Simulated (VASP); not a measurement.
# MoS2 (P6_3/mmc) in VASP: a series of runs

MoS2 is run at these levels: PBEsol; tasks: single point.

All numbers are computed with VASP 6.6.1; they aren't measurements. Logs are shortened: lines on timing, memory, paths and dates and some standing lists are left out, and cuts for length are marked.

### Step 1. The cell of the first run

It takes space group P6_3/mmc (No. 194, hexagonal). The conventional cell has a = 3.047 Å, b = 3.047 Å, c = 12.319 Å, α = 90.00°, β = 90.00°, γ = 120.00°. Within 3.1 Å of Mo (site symmetry -6m2) lie 6 S at 2.33 Å and 6 Mo at 3.05 Å. S (site symmetry 3m) has 3 Mo at 2.33 Å and 7 S at 3.05 to 3.06 Å within 3.1 Å.

### Step 2. Single point, PBEsol

Contents of INCAR:

```
PREC = Accurate ; ENCUT = 520
EDIFF = 1E-6 ; ISMEAR = 1
SIGMA = 0.142 ; LREAL = F
LASPH = T ; NELM = 60
ALGO = Normal ; ISIF = 2
LWAVE = F ; LCHARG = F
GGA = PS ; NBANDS = 35
```

Contents of KPOINTS:

```
regular mesh
0
Gamma
  12 12 2
```

Contents of POSCAR:

```
MoS2
1.0
    3.0474000000      0.0000000000      0.0000000000
   -1.5237000000      2.6391258155      0.0000000000
    0.0000000000      0.0000000000     12.3189000000
Mo S
2 4
Direct
    0.3333333333      0.6666666667      0.2500000000
    0.6666666667      0.3333333333      0.7500000000
    0.3333333333      0.6666666667      0.6259932117
    0.6666666667      0.3333333333      0.1259932117
    0.3333333333      0.6666666667      0.8740067883
    0.6666666667      0.3333333333      0.3740067883
```

Potentials or basis: VASP PAW PBE potentials, release 64 (Mo_sv, S).

Launch:

```sh
cat potpaw_PBE.64/Mo_sv/POTCAR potpaw_PBE.64/S/POTCAR > POTCAR
mpirun -np 1 vasp_std > vasp.out
```

OUTCAR:

```text
PREC = Accurate
   ENCUT = 520
   EDIFF = 1E-6
   ISMEAR = 1
   LREAL = F
   LASPH = T
   NELM = 60
   ISIF = 2
   GGA = PS

 ion  position               nearest neighbor table
   1  0.333  0.667  0.250-   4 2.33   6 2.33   4 2.33   6 2.33   4 2.33   6 2.33
   2  0.667  0.333  0.750-   3 2.33   5 2.33   3 2.33   5 2.33   3 2.33   5 2.33
   3  0.333  0.667  0.626-   2 2.33   2 2.33   2 2.33
   4  0.667  0.333  0.126-   1 2.33   1 2.33   1 2.33
   5  0.333  0.667  0.874-   2 2.33   2 2.33   2 2.33
   6  0.667  0.333  0.374-   1 2.33   1 2.33   1 2.33

  LATTYP: Found a hexagonal cell.
 ALAT       =     3.0474000000
 C/A-ratio  =     4.0424296121

  Lattice vectors:

 A1 = (   3.0474000000,   0.0000000000,   0.0000000000)
 A2 = (  -1.5237000000,   2.6391258155,   0.0000000000)
 A3 = (   0.0000000000,   0.0000000000,  12.3189000000)

Analysis of symmetry for initial positions (statically):
=====================================================================
 Subroutine PRICEL returns:
 Original cell was already a primitive cell.

 Routine SETGRP: Setting up the symmetry group for a
 hexagonal supercell.

 Subroutine GETGRP returns: Found 24 space group operations
 (whereof 12 operations were pure point group operations)
 out of a pool of 24 trial point group operations.

The static configuration has the point symmetry D_3d.
 The point group associated with its full space group is D_6h.

Analysis of symmetry for dynamics (positions and initial velocities):
=====================================================================
 Subroutine PRICEL returns:
 Original cell was already a primitive cell.

 Routine SETGRP: Setting up the symmetry group for a
 hexagonal supercell.

 Subroutine GETGRP returns: Found 24 space group operations
 (whereof 12 operations were pure point group operations)
 out of a pool of 24 trial point group operations.

The dynamic configuration has the point symmetry D_3d.
 The point group associated with its full space group is D_6h.

 Subroutine INISYM returns: Found 24 space group operations
 (whereof 12 operations are pure point group operations),
 and found     1 'primitive' translations

----------------------------------------------------------------------------------------

                                     Primitive cell

  volume of cell :      99.0744

  direct lattice vectors                    reciprocal lattice vectors
     3.047400000  0.000000000  0.000000000     0.328148586  0.189456674  0.000000000
    -1.523700000  2.639125815  0.000000000     0.000000000  0.378913349  0.000000000
     0.000000000  0.000000000 12.318900000     0.000000000  0.000000000  0.081176079

  length of vectors
     3.047400000  3.047400000 12.318900000     0.378913349  0.378913349  0.081176079

  position of ions in fractional coordinates (direct lattice)
     0.333333333  0.666666667  0.250000000
     0.666666667  0.333333333  0.750000000
     0.333333333  0.666666667  0.625993212
     0.666666667  0.333333333  0.125993212
     0.333333333  0.666666667  0.874006788
     0.666666667  0.333333333  0.374006788

  ion indices of the primitive-cell ions
   primitive index   ion index
                 1           1
                 2           2
                 3           3
                 4           4
                 5           5
                 6           6

----------------------------------------------------------------------------------------

 KPOINTS: regular mesh

Automatic generation of k-mesh.
 Grid dimensions read from file:
 generate k-points for:   12   12    2

 Generating k-lattice:

  Cartesian coordinates                     Fractional coordinates (reciprocal lattice)
     0.027345715  0.015788056  0.000000000     0.083333333  0.000000000  0.000000000
     0.000000000  0.031576112  0.000000000     0.000000000  0.083333333  0.000000000
     0.000000000  0.000000000  0.040588040     0.000000000  0.000000000  0.500000000

  Length of vectors
     0.031576112  0.031576112  0.040588040

  Shift w.r.t. Gamma in fractional coordinates (k-lattice)
     0.000000000  0.000000000  0.000000000

 Subroutine IBZKPT returns following result:
 ===========================================

 Found     38 irreducible k-points:

 Following reciprocal coordinates:
            Coordinates               Weight
  0.000000  0.000000  0.000000      1.000000
  0.083333  0.000000  0.000000      6.000000
  0.166667  0.000000  0.000000      6.000000
  0.250000  0.000000  0.000000      6.000000
  0.333333  0.000000  0.000000      6.000000
  0.416667  0.000000  0.000000      6.000000
[... 16 lines left out ...]
  0.250000  0.000000  0.500000      6.000000
  0.333333  0.000000  0.500000      6.000000
 [... further k-points ...]
   k-points           NKPTS =     38   k-points in BZ     NKDIM =     38   number of bands    NBANDS=     35
   number of dos      NEDOS =    301   number of ions     NIONS =      6
   total plane-waves  NPLWV =  55296
   dimension x,y,z NGX =    24 NGY =   24 NGZ =   96
   dimension x,y,z NGXF=    48 NGYF=   48 NGZF=  192
   ions per type =               2   4
   NGX,Y,Z   is equivalent  to a cutoff of  13.09, 13.09, 12.96 a.u.
   NGXF,Y,Z  is equivalent  to a cutoff of  26.19, 26.19, 25.91 a.u.
 SYSTEM =  unknown system
   PREC   = accura    normal or accurate (medium, high low for compatibility)
   ISTART =      0    job   : 0-new  1-cont  2-samecut
   ICHARG =      2    charge: 1-file 2-atom 10-const
   ISPIN  =      1    spin polarized calculation?
   LNONCOLLINEAR =      F non collinear calculations
   LSORBIT =      F    spin-orbit coupling
   LASPH  =      T    aspherical Exc in radial PAW
   ENCUT  =  520.0 eV  38.22 Ry    6.18 a.u.   5.67  5.67 22.90*2*pi/ulx,y,z
   NELM   =     60;   NELMIN=  2; NELMDL= -5     # of ELM steps
   EDIFF  = 0.1E-05   stopping-criterion for ELM
   LREAL  =      F    real-space projection
   EDIFFG = 0.1E-04   stopping-criterion for IOM
   NSW    =      0    number of steps for IOM
   IBRION =     -1    ionic relax: 0-MD 1-quasi-New 2-CG
   NFREE  =      0    steps in history (QN), initial steepest desc. (CG)
   ISIF   =      2    stress and relaxation
   ISYM   =      2    0-nonsym 1-usesym 2-fastsym
   POTIM  = 0.5000    time-step for ionic-motion
   TEBEG  =    0.0;   TEEND  =   0.0 temperature during run
   PSTRESS=    0.0 pullay stress
   NELECT =      52.0000    total number of electrons
   NUPDOWN=      -1.0000    fix difference up-down
   EMIN   =  10.00;   EMAX   =-10.00  energy-range for DOS
   EFERMI =   0.00;   METHOD = LEGACY
   ISMEAR =     1;   SIGMA  =   0.14  broadening in eV -4-tet -1-fermi 0-gaus
   EFERMI_NEDOS =   21; number of points for ismear=-14 and -15
   IALGO  =     38    algorithm
   IMIX   =      4    mixing-type and parameters
     AMIX     =   0.40;   BMIX     =  1.00
     AMIX_MAG =   1.60;   BMIX_MAG =  1.00
  volume/ion in A,a.u.               =      16.51       111.43
  Fermi-wavevector in a.u.,A,eV,Ry     =   1.320552  2.495481 23.726617  1.743857
  Thomas-Fermi vector in A             =   2.450370
   LORBIT       =      0    0 simple, 1 ext, 2 COOP (PROOUT), +10 PAW based schemes
   GGA     = PS    functional components
   LHFCALC =     F    Hartree Fock is set to
   AEXX    =    0.0000 exact exchange contribution
   IVDW    =     0    specifies the selected vdW correction
   LEPSILON=     F    determine dielectric tensor
   LRPA    =     F    only Hartree local field effects (RPA)
 non-spin polarized calculation
 Methfessel and Paxton  Order N= 1 SIGMA  =   0.14
  energy-cutoff  :      520.00
  volume of cell :       99.07
 maximum number of plane-waves:      2697
 NGX is ok and might be reduce to    24

 number of electron      51.9999995 magnetization

 Free energy of the ion-electron system (eV)
  ---------------------------------------------------
  ext. energy  EPLUGINS =         0.00000000
  ---------------------------------------------------
  free energy    TOTEN  =       -46.54285185 eV

  energy without entropy =      -46.54299643  energy(sigma->0) =      -46.54290004

 E-fermi :   8.4067     XC(G=0): -11.3284

 val. band max:        8.3225997135   @ k =   0.0000   0.0000   0.0000
 cond. band min:       9.3065579104   @ k =   0.1667   0.1667   0.0000
 fundamental gap:      0.9839581969
 Fermi energy:         8.4066944593

 k-point     1 :       0.0000    0.0000    0.0000
  band No.  band energies     occupation
      1     -52.8770      2.00000
      2     -52.8770      2.00000
      3     -27.1909      2.00000
      4     -27.1908      2.00000
      5     -26.7947      2.00000
      6     -26.7947      2.00000
[... 27 lines left out ...]
     34      11.3114      0.00000
     35      14.4577      0.00000

 k-point     2 :       0.0833    0.0000    0.0000
  band No.  band energies     occupation
      1     -52.8724      2.00000
      2     -52.8724      2.00000
      3     -27.1824      2.00000
      4     -27.1822      2.00000
      5     -26.8367      2.00000
      6     -26.8367      2.00000
[... 27 lines left out ...]
     34      11.1731     -0.00000
     35      15.0129      0.00000

 k-point     3 :       0.1667    0.0000    0.0000
  band No.  band energies     occupation
      1     -52.8598      2.00000
      2     -52.8598      2.00000
      3     -27.1589      2.00000
      4     -27.1588      2.00000
      5     -26.9502      2.00000
      6     -26.9502      2.00000
[... 27 lines left out ...]
     34      11.6428      0.00000
     35      16.1519      0.00000
[... 723 lines left out ...]
 k-point    23 :       0.2500    0.0000    0.5000
  band No.  band energies     occupation
      1     -52.8426      2.00000
      2     -52.8426      2.00000
      3     -27.1266      2.00000
      4     -27.1266      2.00000
      5     -27.1023      2.00000
      6     -27.1023      2.00000
[... 27 lines left out ...]
     34      12.0737      0.00000
     35      15.9481      0.00000

 k-point    24 :       0.3333    0.0000    0.5000
  band No.  band energies     occupation
      1     -52.8253      2.00000
      2     -52.8253      2.00000
      3     -27.2512      2.00000
      4     -27.2512      2.00000
      5     -27.0942      2.00000
      6     -27.0942      2.00000
[... 27 lines left out ...]
     34      12.4022      0.00000
     35      15.2070      0.00000

 [... further k-points ...]
[... 5 lines left out ...]
  --------------------------------------------------------------------------------------
  -------------------------------------------------------------------------------------
  Total        9.2248442      9.2248442      8.8230138     -0.0000000      0.0000000      0.0000000
  in kB      149.1791527    149.1791527    142.6809706     -0.0000000      0.0000000      0.0000000
  external PRESSURE =     147.0130920 kB  Pullay stress =       0.0000000 kB

 VOLUME and BASIS-vectors are now :
 -----------------------------------------------------------------------------
  energy-cutoff  :      520.00
  volume of cell :       99.07
      direct lattice vectors                 reciprocal lattice vectors
     3.047400000  0.000000000  0.000000000     0.328148586  0.189456674  0.000000000
    -1.523700000  2.639125815  0.000000000     0.000000000  0.378913349  0.000000000
     0.000000000  0.000000000 12.318900000     0.000000000  0.000000000  0.081176079

 POSITION                                       TOTAL-FORCE (eV/Angst)
 -----------------------------------------------------------------------------------
     -0.00000      1.75942      3.07972         0.000000      0.000000      0.000000
      1.52370      0.87971      9.23917        -0.000000      0.000000      0.000000
     -0.00000      1.75942      7.71155         0.000000     -0.000000     -1.392390
      1.52370      0.87971      1.55210         0.000000     -0.000000     -1.392390
     -0.00000      1.75942     10.76680         0.000000     -0.000000      1.392390
      1.52370      0.87971      4.60735        -0.000000     -0.000000      1.392390
 -----------------------------------------------------------------------------------
    total drift:                               -0.000000      0.000000     -0.000000

  FREE ENERGIE OF THE ION-ELECTRON SYSTEM (eV)
  ---------------------------------------------------
  free  energy   TOTEN  =       -46.5428518457 eV

  energy  without entropy=      -46.5429964307  energy(sigma->0) =      -46.54290004
```

It took 93 s on 1 thread of AMD EPYC 7R13 (Zen 3), shared host; peak memory 0.24 GiB.

Results:

```yaml
Free_energy: -46.5429 eV
Pressure: 14.7 GPa
Largest_force: 1.392 eV/Å
Band_gap_on_the_k_mesh: 0.98 eV (least direct gap 2.00 eV)
```

Forces on the atoms (eV/Å):
```
Mo   0.000  0.000  0.000
Mo   0.000  0.000  0.000
S    0.000  0.000 -1.392
S    0.000  0.000 -1.392
S    0.000  0.000  1.392
S    0.000  0.000  1.392
```

Stress tensor (GPa, compression positive):
```
14.92  0.00  0.00
 0.00 14.92  0.00
 0.00  0.00 14.27
```

Caveat: the cell stands under pressure; the PAW data sets were made with another functional, which shifts forces and pressure a little; this functional lacks dispersion, which binds the layers, so the pressure and a relaxed spacing across them are unreliable.

### Step 3. Single point, PBEsol

This run uses another cell than the first one, of the same volume but with other edges.

Contents of INCAR:

```
PREC     = Accurate       # precision mode
ENCUT    = 520            # plane-wave cutoff, eV
EDIFF    = 1E-7           # SCF threshold, eV
ISMEAR   = 1              # smearing method
SIGMA    = 0.164          # smearing width, eV
LREAL    = False          # projectors in reciprocal space
LASPH    = True           # aspherical terms in the spheres
NELM     = 100            # most SCF steps
ALGO     = Normal         # electronic algorithm
ISIF     = 2              # what is computed and relaxed
LWAVE    = False          # write WAVECAR
LCHARG   = False          # write CHGCAR
GGA      = PS             # functional
NBANDS   = 35             # bands
```

Contents of KPOINTS:

```
Automatic mesh
0
Gamma
  12 12 2
```

Changes to POSCAR since step 2:

```diff
@@ -2,5 +2,5 @@
 1.0
-    3.0474000000      0.0000000000      0.0000000000
-   -1.5237000000      2.6391258155      0.0000000000
-    0.0000000000      0.0000000000     12.3189000000
+    3.0160000000      0.0000000000      0.0000000000
+   -1.5080000000      2.6119326178      0.0000000000
+    0.0000000000      0.0000000000     12.5702639933
 Mo S
```

Potentials or basis: VASP PAW PBE potentials, release 64 (Mo_sv, S).

Launch:

```sh
cat potpaw_PBE.64/Mo_sv/POTCAR potpaw_PBE.64/S/POTCAR > POTCAR
mpirun -np 1 vasp_std > vasp.out
```

Wall time 1.8 min (1 thread of AMD EPYC 7R13 (Zen 3), shared host); peak memory 0.25 GiB.

The run converged. Its results:

```yaml
Free_energy: -46.4919 eV
Pressure: 14.5 GPa
Largest_force: 0.974 eV/Å
Band_gap_on_the_k_mesh: 1.14 eV (least direct gap 2.19 eV)
```

Forces on the atoms (eV/Å):
```
Mo   0.000  0.000  0.000
Mo   0.000  0.000  0.000
S    0.000  0.000 -0.974
S    0.000  0.000 -0.974
S    0.000  0.000  0.974
S    0.000  0.000  0.974
```

Stress tensor (GPa, compression positive):
```
16.76  0.00  0.00
 0.00 16.76  0.00
 0.00  0.00 10.02
```

Levels at points of the mesh, in eV from the valence-band top:
| k point | band 24 | band 25 | band 26 | band 27 | band 28 | band 29 |
| --- | --- | --- | --- | --- | --- | --- |
| (0.00, 0.00, 0.00) | -1.41 | -1.36 | 0.00 | 2.90 | 2.90 | 2.92 |
| (0.50, 0.00, 0.00) | -1.11 | -1.07 | -0.92 | 2.55 | 2.58 | 2.73 |
| (0.00, 0.00, 0.50) | -1.66 | -0.36 | -0.36 | 2.91 | 2.91 | 2.91 |
| (0.50, 0.00, 0.50) | -1.11 | -0.99 | -0.99 | 2.56 | 2.56 | 2.93 |

Caveat: the cell stands under pressure; the PAW data sets were made with another functional, which shifts forces and pressure a little; this functional lacks dispersion, which binds the layers, so the pressure and a relaxed spacing across them are unreliable. A hybrid or GW would open this gap; PBEsol tends to underestimate it.

[end of part 1 of 2]
